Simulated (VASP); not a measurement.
InGa3P4, 8 atoms in the cell. Symmetry: P-4m2, No. 115, tetragonal system. Conventional cell: a = 3.849 Å, b = 3.849 Å, c = 10.887 Å, α = 90.00°, β = 90.00°, γ = 90.00°. In (site symmetry -4m2) has 4 P at 2.36 Å within 3.1 Å. Ga (site symmetry 2mm) has 4 P at 2.36 Å within 3.1 Å. Within 3.1 Å of Ga (site symmetry -4m2) lie 4 P at 2.36 Å. P (site symmetry 2mm) has 2 In at 2.36 Å and 2 Ga at 2.36 Å within 3.1 Å. Within 3.1 Å of P (site symmetry 2mm) lie 4 Ga at 2.36 Å. 

```yaml
Program: VASP 6.6.1
Task: single point
Functional: PBE
Potentials_or_basis: VASP PAW PBE potentials, release 64 (In_d, Ga_d, P)
Cutoff: 520 eV
k_mesh: 4 × 4 × 2
Occupations: gaussian, width 0.1 eV
Spin: no spin polarisation
Dipole_correction: no
Further_INCAR_settings: ALGO = Normal; EDIFF = 1e-06; NBANDS = 46
```

Potentials or basis: VASP PAW PBE potentials, release 64 (In_d, Ga_d, P).

Launch:

```bash
$ cat potpaw_PBE.64/In_d/POTCAR potpaw_PBE.64/Ga_d/POTCAR potpaw_PBE.64/P/POTCAR > POTCAR
$ mpirun -np 1 vasp_std > vasp.out
```

Hardware: 1 thread of Intel(R) Xeon(R) Platinum 8488C (Sapphire Rapids), with other jobs on the host.

Question: Estimate the wall time of this run.

Answer: It took 93 s on 1 thread of Intel(R) Xeon(R) Platinum 8488C (Sapphire Rapids) (shared host), peak memory 0.29 GiB. Counts: scf iterations 15, k points 12.
